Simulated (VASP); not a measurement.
# AlAs (F-43m) in VASP: notebook

The runs below take AlAs through single point, with LDA.

Program: VASP 6.6.1. These are calculated values, not measurements. Logs are shortened: lines on timing, memory, paths and dates and some standing lists are left out, and cuts for length are marked.

## Step 1: The cell of the first run

Symmetry: F-43m, No. 216, cubic system. Conventional cell: a = 5.661 Å, b = 5.661 Å, c = 5.661 Å, α = 90.00°, β = 90.00°, γ = 90.00°. Within 3.2 Å of Al (site symmetry -43m) lie 4 As at 2.45 Å. As (site symmetry -43m) has 4 Al at 2.45 Å within 3.2 Å.

## Step 2: Single point, LDA

INCAR

```
PREC     = Accurate       # precision mode
ENCUT    = 500            # plane-wave cutoff, eV
EDIFF    = 1E-6           # SCF threshold, eV
ISMEAR   = 0              # smearing method
SIGMA    = 0.01           # smearing width, eV
LREAL    = F              # projectors in reciprocal space
LASPH    = T              # aspherical terms in the spheres
NELM     = 120            # most SCF steps
ALGO     = Normal         # electronic algorithm
ISIF     = 2              # what is computed and relaxed
LWAVE    = F              # write WAVECAR
LCHARG   = T              # write CHGCAR
LELF     = T              # ELF
LVHAR    = T            
NBANDS   = 11             # bands
GGA_COMPAT= F
```

KPOINTS

```
regular mesh
0
Gamma
  6 6 6
```

POSCAR

```
AlAs
1.0
    0.0000000000      2.8304000000      2.8304000000
    2.8304000000      0.0000000000      2.8304000000
    2.8304000000      2.8304000000      0.0000000000
Al As
1 1
Direct
    0.0000000000      0.0000000000      0.0000000000
    0.2500000000      0.2500000000      0.2500000000
```

Potentials or basis: VASP PAW LDA potentials, release 64 (Al, As).

The run is started by

```sh
cat potpaw_LDA.64/Al/POTCAR potpaw_LDA.64/As/POTCAR > POTCAR
mpirun -np 1 vasp_std > vasp.out
```

OUTCAR:

```text
PREC = Accurate
   ENCUT = 500
   EDIFF = 1E-6
   ISMEAR = 0
   LREAL = F
   LASPH = T
   NELM = 120
   ISIF = 2

 ion  position               nearest neighbor table
   1  0.000  0.000  0.000-   2 2.45   2 2.45   2 2.45   2 2.45
   2  0.250  0.250  0.250-   1 2.45   1 2.45   1 2.45   1 2.45

  LATTYP: Found a face centered cubic cell.
 ALAT       =     5.6608000000

  Lattice vectors:

 A1 = (   0.0000000000,   2.8304000000,   2.8304000000)
 A2 = (   2.8304000000,   0.0000000000,   2.8304000000)
 A3 = (   2.8304000000,   2.8304000000,   0.0000000000)

Analysis of symmetry for initial positions (statically):
=====================================================================
 Subroutine PRICEL returns:
 Original cell was already a primitive cell.

 Routine SETGRP: Setting up the symmetry group for a
 face centered cubic supercell.

 Subroutine GETGRP returns: Found 24 space group operations
 (whereof 24 operations were pure point group operations)
 out of a pool of 48 trial point group operations.

The static configuration has the point symmetry T_d .

Analysis of symmetry for dynamics (positions and initial velocities):
=====================================================================
 Subroutine PRICEL returns:
 Original cell was already a primitive cell.

 Routine SETGRP: Setting up the symmetry group for a
 face centered cubic supercell.

 Subroutine GETGRP returns: Found 24 space group operations
 (whereof 24 operations were pure point group operations)
 out of a pool of 48 trial point group operations.

The dynamic configuration has the point symmetry T_d .

 Subroutine INISYM returns: Found 24 space group operations
 (whereof 24 operations are pure point group operations),
 and found     1 'primitive' translations

----------------------------------------------------------------------------------------

                                     Primitive cell

  volume of cell :      45.3496

  direct lattice vectors                    reciprocal lattice vectors
     0.000000000  2.830400000  2.830400000    -0.176653477  0.176653477  0.176653477
     2.830400000  0.000000000  2.830400000     0.176653477 -0.176653477  0.176653477
     2.830400000  2.830400000  0.000000000     0.176653477  0.176653477 -0.176653477

  length of vectors
     4.002790067  4.002790067  4.002790067     0.305972797  0.305972797  0.305972797

  position of ions in fractional coordinates (direct lattice)
     0.000000000  0.000000000  0.000000000
     0.250000000  0.250000000  0.250000000

  ion indices of the primitive-cell ions
   primitive index   ion index
                 1           1
                 2           2

----------------------------------------------------------------------------------------

 KPOINTS: regular mesh

Automatic generation of k-mesh.
 Grid dimensions read from file:
 generate k-points for:    6    6    6

 Generating k-lattice:

  Cartesian coordinates                     Fractional coordinates (reciprocal lattice)
    -0.029442246  0.029442246  0.029442246     0.166666667  0.000000000  0.000000000
     0.029442246 -0.029442246  0.029442246     0.000000000  0.166666667  0.000000000
     0.029442246  0.029442246 -0.029442246     0.000000000  0.000000000  0.166666667

  Length of vectors
     0.050995466  0.050995466  0.050995466

  Shift w.r.t. Gamma in fractional coordinates (k-lattice)
     0.000000000  0.000000000  0.000000000

 Subroutine IBZKPT returns following result:
 ===========================================

 Found     16 irreducible k-points:

 Following reciprocal coordinates:
            Coordinates               Weight
  0.000000  0.000000  0.000000      1.000000
  0.166667  0.000000  0.000000      8.000000
  0.333333  0.000000  0.000000      8.000000
  0.500000  0.000000  0.000000      4.000000
  0.166667  0.166667  0.000000      6.000000
  0.333333  0.166667  0.000000     24.000000
[... 8 lines left out ...]
 -0.333333  0.333333  0.166667     24.000000
 -0.333333  0.500000  0.166667     12.000000
   k-points           NKPTS =     16   k-points in BZ     NKDIM =     16   number of bands    NBANDS=     11
   number of dos      NEDOS =    301   number of ions     NIONS =      2
   total plane-waves  NPLWV =  27000
   dimension x,y,z NGX =    30 NGY =   30 NGZ =   30
   dimension x,y,z NGXF=    60 NGYF=   60 NGZF=   60
   ions per type =               1   1
   NGX,Y,Z   is equivalent  to a cutoff of  12.46, 12.46, 12.46 a.u.
   NGXF,Y,Z  is equivalent  to a cutoff of  24.92, 24.92, 24.92 a.u.
 SYSTEM =  unknown system
   PREC   = accura    normal or accurate (medium, high low for compatibility)
   ISTART =      0    job   : 0-new  1-cont  2-samecut
   ICHARG =      2    charge: 1-file 2-atom 10-const
   ISPIN  =      1    spin polarized calculation?
   LNONCOLLINEAR =      F non collinear calculations
   LSORBIT =      F    spin-orbit coupling
   LASPH  =      T    aspherical Exc in radial PAW
   ENCUT  =  500.0 eV  36.75 Ry    6.06 a.u.   7.30  7.30  7.30*2*pi/ulx,y,z
   NELM   =    120;   NELMIN=  2; NELMDL= -5     # of ELM steps
   EDIFF  = 0.1E-05   stopping-criterion for ELM
   LREAL  =      F    real-space projection
   EDIFFG = 0.1E-04   stopping-criterion for IOM
   NSW    =      0    number of steps for IOM
   IBRION =     -1    ionic relax: 0-MD 1-quasi-New 2-CG
   NFREE  =      0    steps in history (QN), initial steepest desc. (CG)
   ISIF   =      2    stress and relaxation
   ISYM   =      2    0-nonsym 1-usesym 2-fastsym
   POTIM  = 0.5000    time-step for ionic-motion
   TEBEG  =    0.0;   TEEND  =   0.0 temperature during run
   PSTRESS=    0.0 pullay stress
   NELECT =       8.0000    total number of electrons
   NUPDOWN=      -1.0000    fix difference up-down
   EMIN   =  10.00;   EMAX   =-10.00  energy-range for DOS
   EFERMI =   0.00;   METHOD = LEGACY
   ISMEAR =     0;   SIGMA  =   0.01  broadening in eV -4-tet -1-fermi 0-gaus
   EFERMI_NEDOS =   21; number of points for ismear=-14 and -15
   IALGO  =     38    algorithm
   IMIX   =      4    mixing-type and parameters
     AMIX     =   0.40;   BMIX     =  1.00
     AMIX_MAG =   1.60;   BMIX_MAG =  1.00
  volume/ion in A,a.u.               =      22.67       153.02
  Fermi-wavevector in a.u.,A,eV,Ry     =   0.918150  1.735052 11.469706  0.843000
  Thomas-Fermi vector in A             =   2.043199
   LORBIT       =      0    0 simple, 1 ext, 2 COOP (PROOUT), +10 PAW based schemes
   GGA     = CA    functional components
   LHFCALC =     F    Hartree Fock is set to
   AEXX    =    0.0000 exact exchange contribution
   IVDW    =     0    specifies the selected vdW correction
   LEPSILON=     F    determine dielectric tensor
   LRPA    =     F    only Hartree local field effects (RPA)
 non-spin polarized calculation
 Gauss-broadening in eV      SIGMA  =   0.01
  energy-cutoff  :      500.00
  volume of cell :       45.35
 maximum number of plane-waves:      1167
 NGX is ok and might be reduce to    30
   NGX = 15   NGY = 15   NGZ = 15

 number of electron       8.0000000 magnetization

 Free energy of the ion-electron system (eV)
  ---------------------------------------------------
  ext. energy  EPLUGINS =         0.00000000
  ---------------------------------------------------
  free energy    TOTEN  =       -10.50122622 eV

  energy without entropy =      -10.50122622  energy(sigma->0) =      -10.50122622

 E-fermi :   3.9000     XC(G=0):  -9.2773

 val. band max:        3.7878249914   @ k =   0.0000   0.0000   0.0000
 cond. band min:       5.1211027390   @ k =   0.5000   0.5000   0.0000
 fundamental gap:      1.3332777477
 Fermi energy:         3.8999517834

 k-point     1 :       0.0000    0.0000    0.0000
  band No.  band energies     occupation
      1      -8.1069      2.00000
      2       3.7878      2.00000
      3       3.7878      2.00000
      4       3.7878      2.00000
      5       5.6688      0.00000
      6       8.0290      0.00000
      7       8.0290      0.00000
      8       8.0290      0.00000
      9      12.4095      0.00000
     10      12.8175      0.00000
     11      12.8175      0.00000

 k-point     2 :       0.1667    0.0000    0.0000
  band No.  band energies     occupation
      1      -7.8392      2.00000
      2       1.6590      2.00000
      3       3.5241      2.00000
      4       3.5241      2.00000
      5       6.4877      0.00000
      6       8.4636      0.00000
      7       8.4636      0.00000
      8       8.8832      0.00000
      9      12.0006      0.00000
     10      12.0006      0.00000
     11      13.3191      0.00000

 k-point     3 :       0.3333    0.0000    0.0000
  band No.  band energies     occupation
      1      -7.1620      2.00000
      2      -0.7351      2.00000
      3       3.1238      2.00000
      4       3.1238      2.00000
      5       6.0346      0.00000
      6       8.6008      0.00000
      7       8.6008      0.00000
      8      11.1419      0.00000
      9      12.7962      0.00000
     10      12.7962      0.00000
     11      12.9645      0.00000

 k-point     4 :       0.5000    0.0000    0.0000
  band No.  band energies     occupation
      1      -6.6906      2.00000
      2      -1.8117      2.00000
      3       2.9625      2.00000
      4       2.9625      2.00000
      5       5.8064      0.00000
      6       8.4192      0.00000
      7       8.4192      0.00000
      8      11.3675      0.00000
      9      14.7670      0.00000
     10      15.2734      0.00000
     11      15.2734      0.00000
[... 127 lines left out ...]
 k-point    14 :       0.5000    0.3333    0.1667
  band No.  band energies     occupation
      1      -6.6384      2.00000
      2      -0.8765      2.00000
      3       1.0458      2.00000
      4       2.1299      2.00000
      5       7.3743      0.00000
      6       8.2470      0.00000
      7       8.8568      0.00000
      8      11.6295      0.00000
      9      12.9759      0.00000
     10      14.3868      0.00000
     11      16.6836      0.00000

 k-point    15 :      -0.3333    0.3333    0.1667
  band No.  band energies     occupation
      1      -6.2799      2.00000
      2      -1.3556      2.00000
      3       0.5884      2.00000
      4       1.7472      2.00000
      5       7.6403      0.00000
      6       8.2832      0.00000
      7      10.4124      0.00000
      8      11.1061      0.00000
      9      12.0575      0.00000
     10      15.1737      0.00000
     11      16.5035      0.00000

 k-point    16 :      -0.3333    0.5000    0.1667
  band No.  band energies     occupation
      1      -6.1203      2.00000
      2      -1.4228      2.00000
      3       0.8297      2.00000
      4       1.0792      2.00000
      5       6.8722      0.00000
      6       7.8161      0.00000
      7      10.8186      0.00000
      8      11.5235      0.00000
      9      14.2516      0.00000
     10      16.0318      0.00000
     11      16.2485      0.00000

------------------------ aborting loop because EDIFF is reached ----------------------------------------

  FORCE on cell =-STRESS in cart. coord.  units (eV):
  Direction    XX          YY          ZZ          XY          YZ          ZX
  --------------------------------------------------------------------------------------
  -------------------------------------------------------------------------------------
  Total       -0.2517273     -0.2517273     -0.2517273      0.0000000      0.0000000     -0.0000000
  in kB       -8.8933924     -8.8933924     -8.8933924      0.0000000      0.0000000     -0.0000000
  external PRESSURE =      -8.8933924 kB  Pullay stress =       0.0000000 kB

 VOLUME and BASIS-vectors are now :
 -----------------------------------------------------------------------------
  energy-cutoff  :      500.00
  volume of cell :       45.35
      direct lattice vectors                 reciprocal lattice vectors
     0.000000000  2.830400000  2.830400000    -0.176653477  0.176653477  0.176653477
     2.830400000  0.000000000  2.830400000     0.176653477 -0.176653477  0.176653477
     2.830400000  2.830400000  0.000000000     0.176653477  0.176653477 -0.176653477

 POSITION                                       TOTAL-FORCE (eV/Angst)
 -----------------------------------------------------------------------------------
      0.00000      0.00000      0.00000         0.000000      0.000000      0.000000
      1.41520      1.41520      1.41520        -0.000000     -0.000000     -0.000000
 -----------------------------------------------------------------------------------
    total drift:                               -0.000000     -0.000000     -0.000000

  FREE ENERGIE OF THE ION-ELECTRON SYSTEM (eV)
  ---------------------------------------------------
  free  energy   TOTEN  =       -10.5012262199 eV

  energy  without entropy=      -10.5012262199  energy(sigma->0) =      -10.50122622
```

Wall time 9.8 s (1 thread of AMD EPYC 7R43 (Zen 3), shared host); peak memory 0.11 GiB.

What came out:

- Free energy: -10.5012 eV
- Pressure: -0.9 GPa
- Band gap on the k mesh: 1.33 eV, indirect (least direct gap 1.88 eV)

A k mesh can miss the band edges. As with any semilocal functional, this LDA gap is likely too small.

## Step 3: Single point, LDA, non-collinear spin, zero start, spin-orbit coupling

INCAR

```
PREC = Accurate
ENCUT = 500
EDIFF = 1E-6
ISMEAR = 0
SIGMA = 0.01
LREAL = False
LASPH = True
NELM = 200
ALGO = Normal
ISIF = 2
LWAVE = False
LCHARG = True
LNONCOLLINEAR = True
MAGMOM = 0 0 0 0 0 0
LORBIT = 11
LSORBIT = True
GGA_COMPAT = False
LORBMOM = True
LVHAR = True
NBANDS = 20
```

KPOINTS

```
Automatic mesh
0
Gamma
  6 6 6
```

POSCAR is that of step 2.

Potentials or basis: VASP PAW LDA potentials, release 64 (Al, As).

The run is started by

```sh
cat potpaw_LDA.64/Al/POTCAR potpaw_LDA.64/As/POTCAR > POTCAR
mpirun -np 1 vasp_ncl > vasp.out
```

Run time: 62 s. Hardware: 1 thread of AMD EPYC 7R43 (Zen 3), shared host; peak memory 0.2 GiB.

It converged, with:

```
Free energy                                           : -10.5133 eV
Pressure                                              : -0.9 GPa
Net moment                                            : 0.00 μB per cell
Valence electrons inside the program's atomic spheres : Al 0.79; As 2.92
```

Moments on the atoms (μB; x, y, z):
```
Al  0.00 0.00 0.00
As  0.00 0.00 0.00
```
